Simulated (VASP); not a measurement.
# H (Cmcm) in VASP: a series of runs

Runs on H. Level: r2SCAN. Tasks: single point, relaxation of cell and atoms.

Everything below comes from runs of VASP 6.6.1. Logs are shortened: lines on timing, memory, paths and dates and some standing lists are left out, and cuts for length are marked.

## 1. The cell of the first run

It takes space group Cmcm (No. 63, orthorhombic). The conventional cell has a = 3.957 Å, b = 6.623 Å, c = 7.894 Å, α = 90.00°, β = 90.00°, γ = 90.00°. Within 1.0 Å of H (site symmetry m) lie 1 H at 0.74 Å.

## 2. Single point, r2SCAN

POSCAR reads:

```
H
1.0
    1.9783348254     -3.3115747138      0.0000000000
    1.9783348254      3.3115747138      0.0000000000
    0.0000000000      0.0000000000      7.8936552051
H
4
Direct
    0.5443509516      0.4556490484      0.9713356142
    0.4556490484      0.5443509516      0.0286643858
    0.4556490484      0.5443509516      0.4713356142
    0.5443509516      0.4556490484      0.5286643858
```

INCAR.step1 reads:

```
  PREC = Accurate
  ENCUT = 520
  ISMEAR = 0
  SIGMA = 0.02
  LREAL = F
  LASPH = T
  NELM = 60
  NBANDS = 10
  GGA = PE
  ALGO = Normal
  EDIFF = 1E-4
  LWAVE = T
  LCHARG = F
```

INCAR.step2 reads:

```
  PREC = Accurate
  ENCUT = 520
  EDIFF = 1E-6
  ISMEAR = 0
  SIGMA = 0.02
  LREAL = F
  LASPH = T
  NELM = 60
  ALGO = Normal
  ISIF = 2
  LWAVE = F
  LCHARG = F
  METAGGA = R2SCAN
  LMIXTAU = T
  NBANDS = 10
  ISTART = 1
```

KPOINTS reads:

```
regular mesh
0
Gamma
  8 8 4
```

Potentials or basis: VASP PAW PBE potentials, release 64 (H).

Run with:

```console
> cat potpaw_PBE.64/H/POTCAR > POTCAR
> cp INCAR.step1 INCAR
> mpirun -np 1 vasp_std > vasp.out
> cp INCAR.step2 INCAR
> mpirun -np 1 vasp_std > vasp.out
```

OUTCAR:

```text
PREC = Accurate
   ENCUT = 520
   EDIFF = 1E-6
   ISMEAR = 0
   LREAL = F
   LASPH = T
   NELM = 60
   ISIF = 2
   METAGGA = R2SCAN
   ISTART = 1

 ion  position               nearest neighbor table
   1  0.544  0.456  0.971-   2 0.74
   2  0.456  0.544  0.029-   1 0.74
   3  0.456  0.544  0.471-   4 0.74
   4  0.544  0.456  0.529-   3 0.74

  LATTYP: Found a base centered orthorhombic cell.
 ALAT       =     3.9566696508
 B/A-ratio  =     1.6739202441
 C/A-ratio  =     1.9950250847

  Lattice vectors:

 A1 = (   1.9783348254,  -3.3115747138,   0.0000000000)
 A2 = (   1.9783348254,   3.3115747138,   0.0000000000)
 A3 = (   0.0000000000,   0.0000000000,   7.8936552051)

Analysis of symmetry for initial positions (statically):
=====================================================================
 Subroutine PRICEL returns:
 Original cell was already a primitive cell.

 Routine SETGRP: Setting up the symmetry group for a
 base centered orthorhombic supercell.

 Subroutine GETGRP returns: Found  8 space group operations
 (whereof  4 operations were pure point group operations)
 out of a pool of  8 trial point group operations.

The static configuration has the point symmetry C_2h.
 The point group associated with its full space group is D_2h.

Analysis of symmetry for dynamics (positions and initial velocities):
=====================================================================
 Subroutine PRICEL returns:
 Original cell was already a primitive cell.

 Routine SETGRP: Setting up the symmetry group for a
 base centered orthorhombic supercell.

 Subroutine GETGRP returns: Found  8 space group operations
 (whereof  4 operations were pure point group operations)
 out of a pool of  8 trial point group operations.

The dynamic configuration has the point symmetry C_2h.
 The point group associated with its full space group is D_2h.

 Subroutine INISYM returns: Found  8 space group operations
 (whereof  4 operations are pure point group operations),
 and found     1 'primitive' translations

----------------------------------------------------------------------------------------

                                     Primitive cell

  volume of cell :     103.4290

  direct lattice vectors                    reciprocal lattice vectors
     1.978334825 -3.311574714  0.000000000     0.252737804 -0.150985571  0.000000000
     1.978334825  3.311574714  0.000000000     0.252737804  0.150985571  0.000000000
     0.000000000  0.000000000  7.893655205     0.000000000  0.000000000  0.126684023

  length of vectors
     3.857503826  3.857503826  7.893655205     0.294402854  0.294402854  0.126684023

  position of ions in fractional coordinates (direct lattice)
     0.544350952  0.455649048  0.971335614
     0.455649048  0.544350952  0.028664386
     0.455649048  0.544350952  0.471335614
     0.544350952  0.455649048  0.528664386

  ion indices of the primitive-cell ions
   primitive index   ion index
                 1           1
                 2           2
                 3           3
                 4           4

----------------------------------------------------------------------------------------

 KPOINTS: regular mesh

Automatic generation of k-mesh.
 Grid dimensions read from file:
 generate k-points for:    8    8    4

 Generating k-lattice:

  Cartesian coordinates                     Fractional coordinates (reciprocal lattice)
     0.031592226 -0.018873196  0.000000000     0.125000000 -0.000000000  0.000000000
     0.031592226  0.018873196  0.000000000    -0.000000000  0.125000000  0.000000000
     0.000000000  0.000000000  0.031671006     0.000000000  0.000000000  0.250000000

  Length of vectors
     0.036800357  0.036800357  0.031671006

  Shift w.r.t. Gamma in fractional coordinates (k-lattice)
     0.000000000  0.000000000  0.000000000

 Subroutine IBZKPT returns following result:
 ===========================================

 Found     63 irreducible k-points:

 Following reciprocal coordinates:
            Coordinates               Weight
  0.000000  0.000000  0.000000      1.000000
  0.125000 -0.000000  0.000000      4.000000
  0.250000 -0.000000  0.000000      4.000000
  0.375000 -0.000000  0.000000      4.000000
  0.500000 -0.000000  0.000000      2.000000
  0.125000  0.125000  0.000000      2.000000
[... 16 lines left out ...]
  0.125000 -0.000000  0.250000      8.000000
  0.250000 -0.000000  0.250000      8.000000
 [... further k-points ...]
   k-points           NKPTS =     63   k-points in BZ     NKDIM =     63   number of bands    NBANDS=     10
   number of dos      NEDOS =    301   number of ions     NIONS =      4
   total plane-waves  NPLWV =  54000
   dimension x,y,z NGX =    30 NGY =   30 NGZ =   60
   dimension x,y,z NGXF=    60 NGYF=   60 NGZF=  120
   ions per type =               4
   NGX,Y,Z   is equivalent  to a cutoff of  12.93, 12.93, 12.64 a.u.
   NGXF,Y,Z  is equivalent  to a cutoff of  25.86, 25.86, 25.27 a.u.
 SYSTEM =  unknown system
   PREC   = accura    normal or accurate (medium, high low for compatibility)
   ISTART =      1    job   : 0-new  1-cont  2-samecut
   ICHARG =      0    charge: 1-file 2-atom 10-const
   ISPIN  =      1    spin polarized calculation?
   LNONCOLLINEAR =      F non collinear calculations
   LSORBIT =      F    spin-orbit coupling
   LASPH  =      T    aspherical Exc in radial PAW
   ENCUT  =  520.0 eV  38.22 Ry    6.18 a.u.   7.17  7.17 14.68*2*pi/ulx,y,z
   NELM   =     60;   NELMIN=  2; NELMDL=  0     # of ELM steps
   EDIFF  = 0.1E-05   stopping-criterion for ELM
   LREAL  =      F    real-space projection
   EDIFFG = 0.1E-04   stopping-criterion for IOM
   NSW    =      0    number of steps for IOM
   IBRION =     -1    ionic relax: 0-MD 1-quasi-New 2-CG
   NFREE  =      0    steps in history (QN), initial steepest desc. (CG)
   ISIF   =      2    stress and relaxation
   ISYM   =      2    0-nonsym 1-usesym 2-fastsym
   POTIM  = 0.5000    time-step for ionic-motion
   TEBEG  =    0.0;   TEEND  =   0.0 temperature during run
   PSTRESS=    0.0 pullay stress
   NELECT =       4.0000    total number of electrons
   NUPDOWN=      -1.0000    fix difference up-down
   EMIN   =  10.00;   EMAX   =-10.00  energy-range for DOS
   EFERMI =   0.00;   METHOD = LEGACY
   ISMEAR =     0;   SIGMA  =   0.02  broadening in eV -4-tet -1-fermi 0-gaus
   EFERMI_NEDOS =   21; number of points for ismear=-14 and -15
   IALGO  =     38    algorithm
   IMIX   =      4    mixing-type and parameters
     AMIX     =   0.40;   BMIX     =  1.00
     AMIX_MAG =   1.60;   BMIX_MAG =  1.00
  volume/ion in A,a.u.               =      25.86       174.49
  Fermi-wavevector in a.u.,A,eV,Ry     =   0.553623  1.046195  4.170162  0.306498
  Thomas-Fermi vector in A             =   1.586576
   LORBIT       =      0    0 simple, 1 ext, 2 COOP (PROOUT), +10 PAW based schemes
   METAGGA = R2SCAN    functional components
   LHFCALC =     F    Hartree Fock is set to
   AEXX    =    0.0000 exact exchange contribution
   IVDW    =     0    specifies the selected vdW correction
   LEPSILON=     F    determine dielectric tensor
   LRPA    =     F    only Hartree local field effects (RPA)
 non-spin polarized calculation
 Gauss-broadening in eV      SIGMA  =   0.02
  energy-cutoff  :      520.00
  volume of cell :      103.43
 maximum number of plane-waves:      2816
 NGX is ok and might be reduce to    30
   NGX = 15   NGY = 15   NGZ = 29

 number of electron       4.0000000 magnetization

 Free energy of the ion-electron system (eV)
  ---------------------------------------------------
  ext. energy  EPLUGINS =         0.00000000
  ---------------------------------------------------
  free energy    TOTEN  =       -13.80957805 eV

  energy without entropy =      -13.80957805  energy(sigma->0) =      -13.80957805

 E-fermi :  -9.9167     XC(G=0):  -2.9265

 val. band max:      -10.0273749843   @ k =   0.3750   0.3750   0.0000
 cond. band min:       0.4977772009   @ k =   0.0000   0.0000   0.0000
 fundamental gap:     10.5251521852
 Fermi energy:        -9.9166591763

 k-point     1 :       0.0000    0.0000    0.0000
  band No.  band energies     occupation
      1     -10.5568      2.00000
      2     -10.3709      2.00000
      3       0.4978      0.00000
      4       1.9896      0.00000
      5       4.7570      0.00000
      6       5.2908      0.00000
      7       6.5166      0.00000
      8       8.4682      0.00000
      9       9.0844      0.00000
     10       9.5192      0.00000

 k-point     2 :       0.1250   -0.0000    0.0000
  band No.  band energies     occupation
      1     -10.5114      2.00000
      2     -10.3314      2.00000
      3       0.6738      0.00000
      4       1.9312      0.00000
      5       4.3694      0.00000
      6       5.3520      0.00000
      7       6.1986      0.00000
      8       8.0689      0.00000
      9       8.4321      0.00000
     10      10.0114      0.00000

 k-point     3 :       0.2500   -0.0000    0.0000
  band No.  band energies     occupation
      1     -10.3985      2.00000
      2     -10.2337      2.00000
      3       1.1160      0.00000
      4       1.8330      0.00000
      5       3.5755      0.00000
      6       5.5462      0.00000
      7       5.6442      0.00000
      8       6.9095      0.00000
      9       8.3674      0.00000
     10       8.5095      0.00000

 k-point     4 :       0.3750   -0.0000    0.0000
  band No.  band energies     occupation
      1     -10.2804      2.00000
      2     -10.1324      2.00000
      3       1.2313      0.00000
      4       2.2988      0.00000
      5       2.9196      0.00000
      6       5.2861      0.00000
      7       5.7202      0.00000
      8       5.8525      0.00000
      9       6.7291      0.00000
     10       8.5033      0.00000

 k-point     5 :       0.5000   -0.0000    0.0000
  band No.  band energies     occupation
      1     -10.2299      2.00000
      2     -10.0894      2.00000
      3       1.1492      0.00000
      4       2.6734      0.00000
      5       2.8789      0.00000
      6       5.0582      0.00000
      7       5.2334      0.00000
      8       5.7789      0.00000
      9       6.1468      0.00000
     10       8.3195      0.00000

 k-point     6 :       0.1250    0.1250    0.0000
  band No.  band energies     occupation
      1     -10.4377      2.00000
      2     -10.2680      2.00000
      3       1.0334      0.00000
      4       1.8824      0.00000
      5       4.4237      0.00000
      6       4.7305      0.00000
      7       5.3882      0.00000
      8       7.4747      0.00000
      9       7.8894      0.00000
     10       9.1790      0.00000
[... 183 lines left out ...]
 k-point    21 :       0.5000    0.5000    0.0000
  band No.  band energies     occupation
      1     -10.1726      2.00000
      2     -10.0364      2.00000
      3       0.5923      0.00000
      4       1.9019      0.00000
      5       3.4446      0.00000
      6       5.0977      0.00000
      7       5.2488      0.00000
      8       6.7567      0.00000
      9       7.7077      0.00000
     10       8.2347      0.00000

 k-point    22 :       0.0000    0.0000    0.2500
  band No.  band energies     occupation
      1     -10.5307      2.00000
      2     -10.3992      2.00000
      3       0.6907      0.00000
      4       1.7427      0.00000
      5       4.7747      0.00000
      6       5.1432      0.00000
      7       6.7311      0.00000
      8       7.8589      0.00000
      9       9.1960      0.00000
     10       9.8890      0.00000

 k-point    23 :       0.1250   -0.0000    0.2500
  band No.  band energies     occupation
      1     -10.4860      2.00000
      2     -10.3587      2.00000
      3       0.8527      0.00000
      4       1.7514      0.00000
      5       4.3833      0.00000
      6       4.9719      0.00000
      7       6.5512      0.00000
      8       7.6478      0.00000
      9       8.7614      0.00000
     10       9.7500      0.00000

 k-point    24 :       0.2500   -0.0000    0.2500
  band No.  band energies     occupation
      1     -10.3752      2.00000
      2     -10.2587      2.00000
      3       1.2518      0.00000
      4       1.7754      0.00000
      5       3.6118      0.00000
      6       4.6834      0.00000
      7       6.2767      0.00000
      8       7.0036      0.00000
      9       8.0741      0.00000
     10       8.5207      0.00000

 [... further k-points ...]

------------------------ aborting loop because EDIFF is reached ----------------------------------------

  FORCE on cell =-STRESS in cart. coord.  units (eV):
  Direction    XX          YY          ZZ          XY          YZ          ZX
  --------------------------------------------------------------------------------------
  -------------------------------------------------------------------------------------
  Total       -0.0442820     -0.0621622     -0.0450551      0.0000000     -0.0000000      0.0000000
  in kB       -0.6859544     -0.9629289     -0.6979298      0.0000000     -0.0000000      0.0000000
  external PRESSURE =      -0.7822710 kB  Pullay stress =       0.0000000 kB

 VOLUME and BASIS-vectors are now :
 -----------------------------------------------------------------------------
  energy-cutoff  :      520.00
  volume of cell :      103.43
      direct lattice vectors                 reciprocal lattice vectors
     1.978334825 -3.311574714  0.000000000     0.252737804 -0.150985571  0.000000000
     1.978334825  3.311574714  0.000000000     0.252737804  0.150985571  0.000000000
     0.000000000  0.000000000  7.893655205     0.000000000  0.000000000  0.126684023

 POSITION                                       TOTAL-FORCE (eV/Angst)
 -----------------------------------------------------------------------------------
      1.97833     -0.29374      7.66739         0.000000      0.003955      0.003062
      1.97833      0.29374      0.22627         0.000000     -0.003955     -0.003062
      1.97833      0.29374      3.72056         0.000000     -0.003955      0.003062
      1.97833     -0.29374      4.17309         0.000000      0.003955     -0.003062
 -----------------------------------------------------------------------------------
    total drift:                                0.000000     -0.000000     -0.000000

  FREE ENERGIE OF THE ION-ELECTRON SYSTEM (eV)
  ---------------------------------------------------
  free  energy   TOTEN  =       -13.8095780458 eV

  energy  without entropy=      -13.8095780458  energy(sigma->0) =      -13.80957805
```

Run time: 2.2 min. Hardware: 1 thread of Intel Xeon Platinum 8488C (Sapphire Rapids), shared host; peak memory 0.24 GiB.

What came out:

| Item | Value |
| --- | --- |
| Free energy | -13.8096 eV |
| Pressure | -0.1 GPa |
| Largest force | 0.005 eV/Å |
| Band gap on the k mesh | 10.53 eV (least direct gap 10.63 eV) |

Forces in eV/Å, atoms in the order of the input:
```
H    0.000  0.004  0.003
H    0.000 -0.004 -0.003
H    0.000 -0.004  0.003
H    0.000  0.004 -0.003
```

Levels at points of the mesh, in eV from the valence-band top:
```
           k point  band 1  band 2  band 3  band 4  band 5  band 6  band 7
(0.00, 0.00, 0.00)   -0.53   -0.34   10.53   12.02   14.78   15.32   16.54
(0.50, 0.00, 0.00)   -0.20   -0.06   11.18   12.70   12.91   15.09   15.26
(0.50, 0.50, 0.00)   -0.15   -0.01   10.62   11.93   13.47   15.13   15.28
(0.00, 0.00, 0.50)   -0.44   -0.44   11.22   11.22   14.93   14.93   17.24
(0.50, 0.00, 0.50)   -0.13   -0.13   11.73   11.73   13.74   13.74   16.21
(0.50, 0.50, 0.50)   -0.08   -0.08   11.13   11.13   14.27   14.27   17.04
```

Caveat: the PAW data sets were made with another functional, which shifts forces and pressure a little.

## 3. Relaxation of cell and atoms, r2SCAN

POSCAR is that of step 2.

INCAR.step1 reads:

```
  ALGO = Normal
  EDIFF = 1E-4
  ENCUT = 600
  GGA = PE
  ISMEAR = 0
  LASPH = T
  LCHARG = F
  LREAL = F
  LWAVE = T
  NELM = 100
  PREC = Accurate
  SIGMA = 0.02
```

INCAR.step2 reads:

```
  ALGO = Normal
  EDIFF = 1E-6
  EDIFFG = -0.01
  ENCUT = 600
  IBRION = 2
  ISIF = 3
  ISMEAR = 0
  ISTART = 1
  LASPH = T
  LCHARG = F
  LMIXTAU = T
  LREAL = F
  LWAVE = F
  METAGGA = R2SCAN
  NELM = 100
  NSW = 100
  PREC = Accurate
  SIGMA = 0.02
```

KPOINTS reads:

```
k-points
0
Gamma
  8 8 4
```

Potentials or basis: VASP PAW PBE potentials, release 64 (H).

Run with:

```console
> cat potpaw_PBE.64/H/POTCAR > POTCAR
> cp INCAR.step1 INCAR
> mpirun -np 1 vasp_std > vasp.out
> cp INCAR.step2 INCAR
> mpirun -np 1 vasp_std > vasp.out
```

It took 3 min on 1 thread of Intel Xeon Platinum 8488C (Sapphire Rapids), shared host; peak memory 0.25 GiB.

It converged, with:

* Free energy: -13.8135 eV
* Relaxed volume: 25.85 Å³/atom
* Relaxed cell: a = 3.857 Å, b = 3.857 Å, c = 7.894 Å, α = 90.00°, β = 90.00°, γ = 118.29°
* Space group after relaxing (to 0.1 Å): Cmcm (No. 63)
* Energy gained by relaxing: 0.0 meV/atom
* Ionic steps: 3
* Pressure after relaxing: 0.0 GPa
* Band gap on the k mesh: 10.53 eV (least direct gap 10.64 eV)

Final structure:
```yaml
crystal:
  lattice:
    - [1.97831, -3.31132, 0.00000]
    - [1.97831, 3.31132, 0.00000]
    - [0.00000, 0.00000, 7.89350]
  atoms:
    - { symbol: H, position: [0.54433, 0.45567, 0.97135] }
    - { symbol: H, position: [0.45567, 0.54433, 0.02865] }
    - { symbol: H, position: [0.45567, 0.54433, 0.47135] }
    - { symbol: H, position: [0.54433, 0.45567, 0.52865] }
```

Levels at points of the mesh, in eV from the valence-band top:
| k point | band 1 | band 2 | band 3 | band 4 | band 5 |
| --- | --- | --- | --- | --- | --- |
| (0.00, 0.00, 0.00) | -0.53 | -0.34 | 10.53 | 12.02 | 14.79 |
| (0.50, 0.00, 0.00) | -0.20 | -0.06 | 11.18 | 12.71 | 12.91 |
| (0.50, 0.50, 0.00) | -0.14 | -0.01 | 10.63 | 11.94 | 13.48 |
| (0.00, 0.00, 0.50) | -0.44 | -0.44 | 11.22 | 11.22 | 14.94 |
| (0.50, 0.00, 0.50) | -0.13 | -0.13 | 11.74 | 11.74 | 13.75 |
| (0.50, 0.50, 0.50) | -0.08 | -0.08 | 11.14 | 11.14 | 14.28 |

Caveat: the PAW data sets were made with another functional, which shifts forces and pressure a little. A k mesh can miss the band edges.
